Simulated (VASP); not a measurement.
# AlP: single point with PBEsol

Crystal: AlP.

```
CELL_PARAMETERS angstrom
0.00000 2.77895 2.77895
2.77895 0.00000 2.77895
2.77895 2.77895 0.00000
ATOMIC_POSITIONS crystal
Al 0.00000 0.00000 0.00000
P 0.25000 0.25000 0.25000
```

- Program: VASP 6.6.1
- Task: single point
- Functional: PBEsol
- Potentials or basis: VASP PAW PBE potentials, release 64 (Al, P)
- Cutoff: 500 eV
- k mesh: 6 × 6 × 6
- Occupations: fermi-dirac, width 0.01 eV
- Spin: no spin polarisation

```json
{"Pressure": "-3.7 GPa", "Band gap on the k mesh": "1.53 eV, indirect (least direct gap 2.76 eV)"}
```

Levels at points of the mesh, in eV from the valence-band top:
| k point | band 2 | band 3 | band 4 | band 5 | band 6 | band 7 |
| --- | --- | --- | --- | --- | --- | --- |
| (0.00, 0.00, 0.00) | 0.00 | 0.00 | 0.00 | 2.76 | 4.43 | 4.43 |
| (0.50, 0.00, 0.00) | -5.35 | -0.74 | -0.74 | 2.53 | 4.73 | 4.73 |
| (0.50, 0.50, 0.00) | -5.17 | -2.02 | -2.02 | 1.53 | 2.38 | 10.54 |

Run time: 15 s on 1 thread of Intel Xeon 8259CL (shared host), peak memory 0.16 GiB.

Caveat: the PAW data sets were made with another functional, which shifts forces and pressure a little. A k mesh can miss the band edges.
